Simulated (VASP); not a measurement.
Wanted: the native input for a VASP 6.6.1 run.

| Quantity | Value |
| --- | --- |
| Task | single point |
| Functional | PBEsol |
| Potentials or basis | VASP PAW PBE potentials, release 64 (Cu, Ga_d, Au) |
| Cutoff | 520 eV |
| k mesh | 2 × 2 × 2, shifted |
| Occupations | gaussian, width 0.1 eV |
| Spin | no spin polarisation |
| Dipole correction | no |
| Further INCAR settings | LREAL = Auto; ALGO = Normal; EDIFF = 1e-06; NBANDS = 107; ISYM = 0 |

The structure of Ga5Cu10Au lies in POSCAR:

```
Ga5Cu10Au
1.0
    5.4768037151      0.0024443398     -0.0018281153
    0.0024443398      6.2891329801     -0.0677415868
   -0.0018281153     -0.0677415868      5.8920646811
Cu Ga Au
10 5 1
Direct
    1.0042991307      0.9644830477      0.5371975956
    0.2481752542      0.2142157676      0.2803956808
    0.4938404333      0.9651919747      0.5404361582
    1.0068854342      0.5355656930      0.4672698715
    0.2499861629      0.7879051840      0.2230083392
    0.2448512400      0.2805905952      0.7190463290
    0.7483240091      0.7793046208      0.2240751972
    0.7557550271      0.2820435158      0.7299480484
    0.2434038621      0.7177402262      0.7749578782
    0.7549055271      0.7179471411      0.7770941682
    1.0040288694      0.0177336232      0.9609074238
    0.4940131044      0.0169262006      0.9614849752
    0.0052760602      0.4840052996      0.0263539705
    0.4957483943      0.4852544341      1.0143644936
    0.4937549931      0.5340096464      0.4804656963
    0.7470360578      0.2164509852      0.2805944691
```

These files were run (other wordings do the same):

INCAR

```
ALGO = Normal
EDIFF = 1E-6
ENCUT = 520
GGA = PS
ISIF = 2
ISMEAR = 0
ISYM = 0
LASPH = True
LCHARG = False
LREAL = Auto
LWAVE = False
NBANDS = 107
NELM = 60
PREC = Accurate
SIGMA = 0.1
```

KPOINTS

```
Automatic mesh
0
Gamma
  2 2 2
  0.5 0.5 0.5
```

Potentials or basis: VASP PAW PBE potentials, release 64 (Cu, Ga_d, Au).

Command:

```console
$ cat potpaw_PBE.64/Cu/POTCAR potpaw_PBE.64/Ga_d/POTCAR potpaw_PBE.64/Au/POTCAR > POTCAR
$ mpirun -np 1 vasp_std > vasp.out
```

It gave:

| Item | Value |
| --- | --- |
| Pressure | 0.5 GPa |
| Largest force | 0.030 eV/Å |
| Band gap on the k mesh | 0.62 eV (least direct gap 0.63 eV) |

Caveat: the k points lie up to 0.57 Å⁻¹ apart; the PAW data sets were made with another functional, which shifts forces and pressure a little; spin-orbit coupling is left out, which moves the levels of the heavy elements; a shifted mesh leaves out Γ, where band edges can lie.

It took 110 s on 1 thread of Intel(R) Xeon(R) 6975P-C (Granite Rapids), on a shared host, peak memory 0.33 GiB.
